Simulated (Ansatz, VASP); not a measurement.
**SiC in VASP and in Ansatz**

INCAR

```
SYSTEM = SiC
ALGO = Normal ; EDIFF = 1E-7
ENCUT = 520 ; GGA = PE
ISIF = 2 ; ISMEAR = 0
LASPH = .TRUE. ; LCHARG = .FALSE.
LREAL = .FALSE. ; LWAVE = .FALSE.
NBANDS = 16 ; NELM = 80
PREC = Accurate ; SIGMA = 0.02
```

KPOINTS

```
k-points
0
G
  12 12 6
  0 0 0
```

POSCAR

```
SiC
1.0
    2.9682590546      0.0000000000      0.0000000000
   -1.4841295273      2.5705877463      0.0000000000
    0.0000000000      0.0000000000      5.1168623161
Si C
2 2
Direct
    0.3333333333      0.6666666667      0.5025977703
    0.6666666667      0.3333333333      1.0025977703
    0.3333333333      0.6666666667      0.8724022297
    0.6666666667      0.3333333333      0.3724022297
```

Input for Ansatz:

```yaml
crystal:
  lattice:
    - [2.9682590546, 0.0, 0.0]
    - [-1.4841295273, 2.5705877463, 0.0]
    - [0.0, 0.0, 5.1168623161]
  atoms:
    - { symbol: Si, position: [0.3333333333, 0.6666666667, 0.5025977703] }
    - { symbol: Si, position: [0.6666666667, 0.3333333333, 1.0025977703] }
    - { symbol: C, position: [0.3333333333, 0.6666666667, 0.8724022297] }
    - { symbol: C, position: [0.6666666667, 0.3333333333, 0.3724022297] }
basis:
  ecutwfc: 420
kpoints:
  mp_grid: { grid: [12, 12, 6] }
  band_path: { path: [VBM, CBM], npoints: 2 }
hamiltonian:
  xc: pbe
scf:
  occupations: { method: gaussian, width: 0.02 }
output:
  forces: true
  stress: true
  eigenvalues: true
checkpoint:
  read: start.run
  write: ck
  compress: false
  write_wavefunctions: false
  write_every: 100000
```

Alike in both runs: task single point; functional PBE; k mesh 12 × 12 × 6; occupations gaussian, width 0.02 eV; no spin polarisation.

```csv
,VASP,Ansatz
version,VASP 6.6.1,Ansatz 0.2.0
potentials or method,"VASP PAW PBE potentials, release 64 (Si, C), cutoff 520 eV","scalar-relativistic, plane waves, PAW"
valence electrons in the cell,16,16
```

Ansatz gave:

```
gap on the k mesh at the Fermi level (eV)                     : 1.73
least direct gap on the mesh (eV)                             : 4.44
pressure (GPa)                                                : 18.3
traceless stress, the component that is largest in VASP (GPa) : -18.34
```

Q: Estimate VASP's values.

A: gap on the k mesh at the Fermi level (eV): 1.72; least direct gap on the mesh (eV): 4.44; pressure (GPa): 18.3; traceless stress, the component that is largest in VASP (GPa): -18.43.
